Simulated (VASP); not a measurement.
Set up this calculation in VASP 6.6.1, as the native input.

```
Task                   : single point
Functional             : PBE
Potentials or basis    : VASP PAW PBE potentials, release 64 (Sr_sv)
Cutoff                 : 520 eV
k mesh                 : 5 × 5 × 7
Occupations            : fermi-dirac, width 0.1 eV
Spin                   : no spin polarisation
Dipole correction      : no
Further INCAR settings : ALGO = Normal; EDIFF = 1e-06; NBANDS = 22
```

The structure of Sr lies in POSCAR:

```
Sr
1.0
    6.8482222292      0.0000000000      0.0000000000
   -3.4241111146      5.9307344213      0.0000000000
    0.0000000000      0.0000000000      4.0942172709
Sr
3
Direct
    0.0000000000      0.0000000000      0.0000000000
    0.3333333333      0.6666666667      0.5000000000
    0.6666666667      0.3333333333      0.5000000000
```

These files were run (other wordings do the same):

INCAR

```
PREC = Accurate
ENCUT = 520
EDIFF = 1E-6
ISMEAR = -1
SIGMA = 0.1
LREAL = F
LASPH = T
NELM = 100
ALGO = Normal
ISIF = 2
LWAVE = F
LCHARG = T
GGA = PE
LELF = T
LVHAR = T
NBANDS = 22
```

KPOINTS

```
Automatic mesh
0
Gamma
  5 5 7
```

Potentials or basis: VASP PAW PBE potentials, release 64 (Sr_sv).

Launch:

```sh
$ cat potpaw_PBE.64/Sr_sv/POTCAR > POTCAR
$ mpirun -np 1 vasp_std > vasp.out
```

Results of the run:

```json
{"Pressure": "0.0 GPa", "Band gap on the k mesh": "zero (band 15 reaches 1.73 eV, above the bottom of band 16 at 1.61 eV)"}
```

Wall time 62 s on 1 thread of Intel(R) Xeon(R) Platinum 8488C (Sapphire Rapids), on a shared host, peak memory 0.29 GiB.
